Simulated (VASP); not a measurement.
A run of VASP 6.6.1:

Contents of INCAR:

```
ALGO = Normal ; EDIFF = 1E-6
ENCUT = 520 ; GGA = PE
ISIF = 2 ; ISMEAR = -1
LASPH = T ; LCHARG = F
LREAL = F ; LWAVE = F
NBANDS = 15 ; NELM = 60
PREC = Accurate ; SIGMA = 0.08
```

The input KPOINTS:

```
k-points
0
Gamma
  17 17 10
```

File POSCAR:

```
Os
1.0
    2.7877233928      0.0000000000      0.0000000000
   -1.3938616964      2.4142392769      0.0000000000
    0.0000000000      0.0000000000      4.4044215090
Os
2
Direct
    0.3333333333      0.6666666667      0.2500000000
    0.6666666667      0.3333333333      0.7500000000
```

Potentials or basis: VASP PAW PBE potentials, release 64 (Os).

Run with:

```sh
$ cat potpaw_PBE.64/Os/POTCAR > POTCAR
$ mpirun -np 1 vasp_std > vasp.out
```

Hardware: 1 thread of Intel Xeon 8259CL, on a shared host.

Question: Estimate the wall time of this run.

Answer: Run time: 110 s on 1 thread of Intel Xeon 8259CL, on a shared host, peak memory 0.21 GiB. Counts: scf iterations 12, k points 198.
